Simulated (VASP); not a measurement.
# Sc2InN3 (P-3m1) in VASP: notebook, part 2 of 2

VASP 6.6.1. The steps go on from the part before.

## (3) Single point, PBE

This run uses another cell than the first one, of 14.21 Å³/atom, 1.186 times its volume.

File INCAR:

```
SYSTEM = Sc2InN3
PREC = Accurate
ENCUT = 520
EDIFF = 1E-6
ISMEAR = 0
SIGMA = 0.1
LREAL = .False.
LASPH = .True.
NELM = 60
ALGO = Normal
ISIF = 2
LWAVE = .False.
LCHARG = .False.
GGA = PE
NBANDS = 34
```

File KPOINTS:

```
regular mesh
0
Gamma
  6 6 2
  0 0 0
```

File POSCAR:

```
Sc2InN3
1.0
    3.4264760500      0.0000000000      0.0000000000
   -1.7132380200      2.9674153000      0.0000000000
    0.0000000000      0.0000000000      8.3872187400
Sc In N
2 1 3
Direct
    0.3333333300      0.6666666700      0.6559943000
    0.6666666700      0.3333333300      0.3440057000
    0.0000000000      0.0000000000      0.0000000000
    0.3333333300      0.6666666700      0.1659022100
    0.6666666700      0.3333333300      0.8340977900
    0.0000000000      0.0000000000      0.5000000000
```

Potentials or basis: VASP PAW PBE potentials, release 64 (Sc_sv, In_d, N).

The run is started by

```sh
cat potpaw_PBE.64/Sc_sv/POTCAR potpaw_PBE.64/In_d/POTCAR potpaw_PBE.64/N/POTCAR > POTCAR
mpirun -np 1 vasp_std > vasp.out
```

OUTCAR:

```text
SYSTEM = Sc2InN3
   PREC = Accurate
   ENCUT = 520
   EDIFF = 1E-6
   ISMEAR = 0
   LREAL = .False.
   LASPH = .True.
   NELM = 60
   ISIF = 2
   GGA = PE

 ion  position               nearest neighbor table
   1  0.333  0.667  0.656-   6 2.37   6 2.37   6 2.37   5 2.48   5 2.48   5 2.48   2 3.28   2 3.28
                             2 3.28   3 3.50   3 3.50   3 3.50
   2  0.667  0.333  0.344-   6 2.37   6 2.37   6 2.37   4 2.48   4 2.48   4 2.48   1 3.28   1 3.28
                             1 3.28   3 3.50   3 3.50   3 3.50
   3  0.000  0.000  0.000-   4 2.42   5 2.42   4 2.42   5 2.42   5 2.42   4 2.42   1 3.50   2 3.50
                             1 3.50   2 3.50   1 3.50   2 3.50
   4  0.333  0.667  0.166-   3 2.42   3 2.42   3 2.42   2 2.48   2 2.48   2 2.48
   5  0.667  0.333  0.834-   3 2.42   3 2.42   3 2.42   1 2.48   1 2.48   1 2.48
   6  0.000  0.000  0.500-   1 2.37   2 2.37   1 2.37   2 2.37   2 2.37   1 2.37

  LATTYP: Found a hexagonal cell.
 ALAT       =     3.4264760500
 C/A-ratio  =     2.4477680911

  Lattice vectors:

 A1 = (   3.4264760500,   0.0000000000,   0.0000000000)
 A2 = (  -1.7132380200,   2.9674153000,   0.0000000000)
 A3 = (   0.0000000000,   0.0000000000,   8.3872187400)

Analysis of symmetry for initial positions (statically):
=====================================================================
 Subroutine PRICEL returns:
 Original cell was already a primitive cell.

 Routine SETGRP: Setting up the symmetry group for a
 hexagonal supercell.

 Subroutine GETGRP returns: Found 12 space group operations
 (whereof 12 operations were pure point group operations)
 out of a pool of 24 trial point group operations.

The static configuration has the point symmetry D_3d.

Analysis of symmetry for dynamics (positions and initial velocities):
=====================================================================
 Subroutine PRICEL returns:
 Original cell was already a primitive cell.

 Routine SETGRP: Setting up the symmetry group for a
 hexagonal supercell.

 Subroutine GETGRP returns: Found 12 space group operations
 (whereof 12 operations were pure point group operations)
 out of a pool of 24 trial point group operations.

The dynamic configuration has the point symmetry D_3d.

 Subroutine INISYM returns: Found 12 space group operations
 (whereof 12 operations are pure point group operations),
 and found     1 'primitive' translations

----------------------------------------------------------------------------------------

                                     Primitive cell

  volume of cell :      85.2794

  direct lattice vectors                    reciprocal lattice vectors
     3.426476050  0.000000000  0.000000000     0.291845028  0.168496805  0.000000000
    -1.713238020  2.967415300  0.000000000     0.000000000  0.336993612  0.000000000
     0.000000000  0.000000000  8.387218740     0.000000000  0.000000000  0.119229035

  length of vectors
     3.426476050  3.426476043  8.387218740     0.336993611  0.336993612  0.119229035

  position of ions in fractional coordinates (direct lattice)
     0.333333330  0.666666670  0.655994300
     0.666666670  0.333333330  0.344005700
     0.000000000  0.000000000  0.000000000
     0.333333330  0.666666670  0.165902210
     0.666666670  0.333333330  0.834097790
     0.000000000  0.000000000  0.500000000

  ion indices of the primitive-cell ions
   primitive index   ion index
                 1           1
                 2           2
                 3           3
[... 43 lines left out ...]
  0.166667  0.166667  0.500000      6.000000
  0.333333  0.166667  0.500000     12.000000
  0.333333  0.333333  0.500000      2.000000
   k-points           NKPTS =     14   k-points in BZ     NKDIM =     14   number of bands    NBANDS=     34
   number of dos      NEDOS =    301   number of ions     NIONS =      6
   total plane-waves  NPLWV =  50176
   dimension x,y,z NGX =    28 NGY =   28 NGZ =   64
   dimension x,y,z NGXF=    56 NGYF=   56 NGZF=  128
   ions per type =               2   1   3
   NGX,Y,Z   is equivalent  to a cutoff of  13.59, 13.59, 12.69 a.u.
   NGXF,Y,Z  is equivalent  to a cutoff of  27.17, 27.17, 25.37 a.u.
 SYSTEM =  Sc2InN3
   PREC   = accura    normal or accurate (medium, high low for compatibility)
   ISTART =      0    job   : 0-new  1-cont  2-samecut
   ICHARG =      2    charge: 1-file 2-atom 10-const
   ISPIN  =      1    spin polarized calculation?
   LNONCOLLINEAR =      F non collinear calculations
   LSORBIT =      F    spin-orbit coupling
   LASPH  =      T    aspherical Exc in radial PAW
   ENCUT  =  520.0 eV  38.22 Ry    6.18 a.u.   6.37  6.37 15.59*2*pi/ulx,y,z
   NELM   =     60;   NELMIN=  2; NELMDL= -5     # of ELM steps
   EDIFF  = 0.1E-05   stopping-criterion for ELM
   LREAL  =      F    real-space projection
   EDIFFG = 0.1E-04   stopping-criterion for IOM
   NSW    =      0    number of steps for IOM
   IBRION =     -1    ionic relax: 0-MD 1-quasi-New 2-CG
   NFREE  =      0    steps in history (QN), initial steepest desc. (CG)
   ISIF   =      2    stress and relaxation
   ISYM   =      2    0-nonsym 1-usesym 2-fastsym
   POTIM  = 0.5000    time-step for ionic-motion
   TEBEG  =    0.0;   TEEND  =   0.0 temperature during run
   PSTRESS=    0.0 pullay stress
   NELECT =      50.0000    total number of electrons
   NUPDOWN=      -1.0000    fix difference up-down
   EMIN   =  10.00;   EMAX   =-10.00  energy-range for DOS
   EFERMI =   0.00;   METHOD = LEGACY
   ISMEAR =     0;   SIGMA  =   0.10  broadening in eV -4-tet -1-fermi 0-gaus
   EFERMI_NEDOS =   21; number of points for ismear=-14 and -15
   IALGO  =     38    algorithm
   IMIX   =      4    mixing-type and parameters
     AMIX     =   0.40;   BMIX     =  1.00
     AMIX_MAG =   1.60;   BMIX_MAG =  1.00
  volume/ion in A,a.u.               =      14.21        95.92
  Fermi-wavevector in a.u.,A,eV,Ry     =   1.370199  2.589300 25.544177  1.877444
  Thomas-Fermi vector in A             =   2.496006
   LORBIT       =      0    0 simple, 1 ext, 2 COOP (PROOUT), +10 PAW based schemes
   GGA     = PE    functional components
   LHFCALC =     F    Hartree Fock is set to
   AEXX    =    0.0000 exact exchange contribution
   IVDW    =     0    specifies the selected vdW correction
   LEPSILON=     F    determine dielectric tensor
   LRPA    =     F    only Hartree local field effects (RPA)
 non-spin polarized calculation
 Gauss-broadening in eV      SIGMA  =   0.10
  energy-cutoff  :      520.00
  volume of cell :       85.28
 maximum number of plane-waves:      2324
 NGX is ok and might be reduce to    28
   NGX = 13   NGY = 13   NGZ = 31

 number of electron      50.0000006 magnetization

 Free energy of the ion-electron system (eV)
  ---------------------------------------------------
  ext. energy  EPLUGINS =         0.00000000
  ---------------------------------------------------
  free energy    TOTEN  =       -45.60820165 eV

  energy without entropy =      -45.60818009  energy(sigma->0) =      -45.60819087

 E-fermi :   5.5813     XC(G=0): -11.0337

 val. band max:        5.3578290986   @ k =   0.0000   0.0000   0.5000
 cond. band min:       5.8130597548   @ k =   0.5000   0.0000   0.0000
 fundamental gap:      0.4552306561
 Fermi energy:         5.5813336698

 k-point     1 :       0.0000    0.0000    0.0000
  band No.  band energies     occupation
      1     -44.1587      2.00000
      2     -44.1290      2.00000
      3     -22.8746      2.00000
      4     -22.6672      2.00000
      5     -22.6335      2.00000
      6     -22.6335      2.00000
[... 507 lines left out ...]
     33       9.4636      0.00000
     34       9.8118      0.00000

------------------------ aborting loop because EDIFF is reached ----------------------------------------

  FORCE on cell =-STRESS in cart. coord.  units (eV):
  Direction    XX          YY          ZZ          XY          YZ          ZX
  --------------------------------------------------------------------------------------
  -------------------------------------------------------------------------------------
  Total      -10.6521421    -10.6521421    -11.9585716     -0.0000000     -0.0000000      0.0000000
  in kB     -200.1260078   -200.1260072   -224.6704165     -0.0000003     -0.0000000      0.0000000
  external PRESSURE =    -208.3074771 kB  Pullay stress =       0.0000000 kB

 VOLUME and BASIS-vectors are now :
 -----------------------------------------------------------------------------
  energy-cutoff  :      520.00
  volume of cell :       85.28
      direct lattice vectors                 reciprocal lattice vectors
     3.426476050  0.000000000  0.000000000     0.291845028  0.168496805  0.000000000
    -1.713238020  2.967415300  0.000000000     0.000000000  0.336993612  0.000000000
     0.000000000  0.000000000  8.387218740     0.000000000  0.000000000  0.119229035

 POSITION                                       TOTAL-FORCE (eV/Angst)
 -----------------------------------------------------------------------------------
     -0.00000      1.97828      5.50197        -0.000000      0.000000      1.783366
      1.71324      0.98914      2.88525         0.000000     -0.000000     -1.783366
      0.00000      0.00000      0.00000         0.000000      0.000000      0.000000
     -0.00000      1.97828      1.39146        -0.000000     -0.000000      1.306153
      1.71324      0.98914      6.99576        -0.000000      0.000000     -1.306153
      0.00000      0.00000      4.19361        -0.000000      0.000000      0.000000
 -----------------------------------------------------------------------------------
    total drift:                                0.000000     -0.000000      0.000000

  FREE ENERGIE OF THE ION-ELECTRON SYSTEM (eV)
  ---------------------------------------------------
  free  energy   TOTEN  =       -45.6082016461 eV

  energy  without entropy=      -45.6081800939  energy(sigma->0) =      -45.60819087
```

OSZICAR:

```text
N       E                     dE             d eps       ncg     rms          rms(c)
DAV:   1     0.737436630530E+03    0.73744E+03   -0.23185E+04   960   0.177E+03
DAV:   2     0.636829044883E+02   -0.67375E+03   -0.65794E+03   968   0.578E+02
DAV:   3    -0.495206861490E+02   -0.11320E+03   -0.10847E+03  1504   0.227E+02
DAV:   4    -0.575338979267E+02   -0.80132E+01   -0.79596E+01  1566   0.611E+01
DAV:   5    -0.577139268883E+02   -0.18003E+00   -0.17973E+00  1520   0.110E+01    0.194E+01
DAV:   6    -0.461611629294E+02    0.11553E+02   -0.67625E+01  1534   0.556E+01    0.119E+01
DAV:   7    -0.458079605691E+02    0.35320E+00   -0.63673E+00  1512   0.187E+01    0.501E+00
DAV:   8    -0.456530657194E+02    0.15489E+00   -0.50051E-01  1416   0.605E+00    0.246E+00
DAV:   9    -0.456114824604E+02    0.41583E-01   -0.77604E-02  1406   0.239E+00    0.825E-01
DAV:  10    -0.456079518054E+02    0.35307E-02   -0.15639E-02  1510   0.110E+00    0.203E-01
DAV:  11    -0.456081097212E+02   -0.15792E-03   -0.22243E-03  1364   0.404E-01    0.935E-02
DAV:  12    -0.456081939001E+02   -0.84179E-04   -0.23779E-04  1524   0.145E-01    0.405E-02
DAV:  13    -0.456082052409E+02   -0.11341E-04   -0.84149E-05  1400   0.524E-02    0.166E-02
DAV:  14    -0.456082022532E+02    0.29877E-05   -0.28509E-05  1320   0.313E-02    0.462E-03
DAV:  15    -0.456082016461E+02    0.60709E-06   -0.27726E-06  1128   0.152E-02
   1 F= -.45608202E+02 E0= -.45608191E+02  d E =-.215521E-04
```

stdout:

```text
POSCAR found type information on POSCAR ScInN
 POSCAR found :  3 types and       6 ions
 scaLAPACK will be used
 LDA part: xc-table for (Slater+PW92), standard interpolation
 POSCAR, INCAR and KPOINTS ok, starting setup
 FFT: planning ... GRIDC
 FFT: planning ... GRID_SOFT
 FFT: planning ... GRID
 WAVECAR not read
 entering main loop
```

It took 65 s on 1 thread of Intel Xeon Platinum 8259CL at 2.50GHz (Skylake/Cascade Lake), shared host; peak memory 0.22 GiB.

What came out:

```
Free energy            : -45.6082 eV
Pressure               : -20.8 GPa
Largest force          : 1.783 eV/Å
Band gap on the k mesh : 0.46 eV, indirect (least direct gap 1.12 eV)
```

Forces on the atoms (eV/Å):
```
Sc   0.000  0.000  1.783
Sc   0.000  0.000 -1.783
In   0.000  0.000  0.000
N    0.000  0.000  1.306
N    0.000  0.000 -1.306
N    0.000  0.000  0.000
```

Stress tensor (GPa, compression positive):
```
-20.01   0.00   0.00
  0.00 -20.01   0.00
  0.00   0.00 -22.47
```

Caveat: spin-orbit coupling is left out, which moves the levels of the heavy elements; forces of over 1 eV/Å act on the atoms, so gaps and moduli don't describe the material at rest. A k mesh can miss the band edges.

## (4) Relaxation of cell and atoms, PBE

This run uses another cell than the first one, of 14.21 Å³/atom, 1.186 times its volume.

File INCAR:

```
SYSTEM = Sc2InN3
PREC = Accurate
ENCUT = 600
EDIFF = 1E-6
ISMEAR = 0
SIGMA = 0.1
LREAL = .FALSE.
LASPH = .TRUE.
NELM = 80
ALGO = Normal
ISIF = 3
LWAVE = .FALSE.
LCHARG = .FALSE.
GGA = PE
IBRION = 2
NSW = 90
EDIFFG = -0.04
```

File KPOINTS:

```
Automatic mesh
0
G
  6 6 2
  0 0 0
```

POSCAR is that of step 3.

The run is started by

```sh
cat potpaw_PBE.64/Sc_sv/POTCAR potpaw_PBE.64/In_d/POTCAR potpaw_PBE.64/N/POTCAR > POTCAR
mpirun -np 1 vasp_std > vasp.out
```

It took 6 min on 1 thread of Intel Xeon Platinum 8259CL at 2.50GHz (Skylake/Cascade Lake), shared host; peak memory 0.26 GiB.

Results (log left out):

```
Free energy                            : -46.9116 eV
Relaxed volume                         : 12.03 Å³/atom
Relaxed cell                           : a = 3.255 Å, b = 3.255 Å, c = 7.866 Å, α = 90.00°, β = 90.00°, γ = 120.00°
Space group after relaxing (to 0.05 Å) : P-3m1 (No. 164)
Energy gained by relaxing              : 216.5 meV/atom
Ionic steps                            : 9
Pressure after relaxing                : -0.1 GPa
Largest force after relaxing           : 0.037 eV/Å
Band gap on the k mesh                 : 1.03 eV, indirect (least direct gap 2.13 eV)
```

Forces on the atoms (eV/Å):
```
Sc   0.000  0.000  0.013
Sc   0.000  0.000 -0.013
In   0.000  0.000  0.000
N    0.000  0.000  0.037
N    0.000  0.000 -0.037
N    0.000  0.000  0.000
```

Stress tensor (GPa, compression positive):
```
-0.10  0.00  0.00
 0.00 -0.10  0.00
 0.00  0.00  0.03
```

The path:
```
step  energy change (eV)  largest force (eV/Å)  pressure (GPa)  volume (Å³)
   1              0.0000                1.7831          -20.89        85.28
   2             -0.6889                0.4150           27.42        64.39
   3             -1.2225                1.0265            1.76        71.59
   4             -1.2229                0.9978            2.45        71.34
   5             -1.2815                0.6776            0.53        72.00
   6             -1.2936                0.1860            0.97        71.80
   7             -1.2973                0.0938           -0.77        72.47
   8             -1.2975                0.1010           -0.52        72.37
   9             -1.2988                0.0366           -0.06        72.19
```

Final structure:
```
CELL_PARAMETERS angstrom
3.25542 0.00000 0.00000
-1.62771 2.81928 0.00000
0.00000 0.00000 7.86560
ATOMIC_POSITIONS crystal
Sc 0.33333 0.66667 0.66535
Sc 0.66667 0.33333 0.33465
In 0.00000 0.00000 0.00000
N 0.33333 0.66667 0.17612
N 0.66667 0.33333 0.82388
N 0.00000 0.00000 0.50000
```

Levels at points of the mesh, in eV from the valence-band top:
```csv
k point,band 23,band 24,band 25,band 26,band 27,band 28
"(0.00, 0.00, 0.00)",-0.25,-0.25,-0.25,2.29,2.80,2.80
"(0.50, 0.00, 0.00)",-1.38,-1.35,-1.18,1.03,3.18,4.06
"(0.00, 0.00, 0.50)",-1.45,0.00,0.00,2.77,2.77,2.80
"(0.50, 0.00, 0.50)",-2.13,-1.22,-0.70,1.43,3.18,4.21
```

Caveat: the volume moved by over 15 % at a fixed basis, so the end points are rough; spin-orbit coupling is left out, which moves the levels of the heavy elements. A hybrid or GW would open this gap; PBE tends to underestimate it.

## (5) Overview

| task | cell | cutoff (eV) | gap on the mesh (eV) | pressure (GPa) | largest force (eV/Å) |
| --- | --- | --- | --- | --- | --- |
| single point | a = 3.249, b = 3.249, c = 7.868 Å, angles 90.0, 90.0, 120.0°, 6 atoms | 520 | 1.02 | 0.8 | 0.06 |
| single point | a = 3.426, b = 3.426, c = 8.387 Å, angles 90.0, 90.0, 120.0°, 6 atoms | 520 | 0.46 | -20.8 | 1.78 |
| relaxation of cell and atoms | relaxed from a = 3.426, b = 3.426, c = 8.387 Å, angles 90.0, 90.0, 120.0°, 6 atoms | 600 | 1.03 | -0.1 | 0.04 |

Alike in all rows: level PBE; potentials or basis VASP PAW PBE potentials, release 64 (Sc_sv, In_d, N); no spin polarisation; k mesh 6 × 6 × 2; smearing gaussian 0.1 eV.

Caveats: spin-orbit coupling is left out, which moves the levels of the heavy elements; forces of over 1 eV/Å act on the atoms, so gaps and moduli don't describe the material at rest (some runs); the volume moved by over 15 % at a fixed basis, so the end points are rough (some runs).

Absolute energies hang on the potentials; compare differences alone.
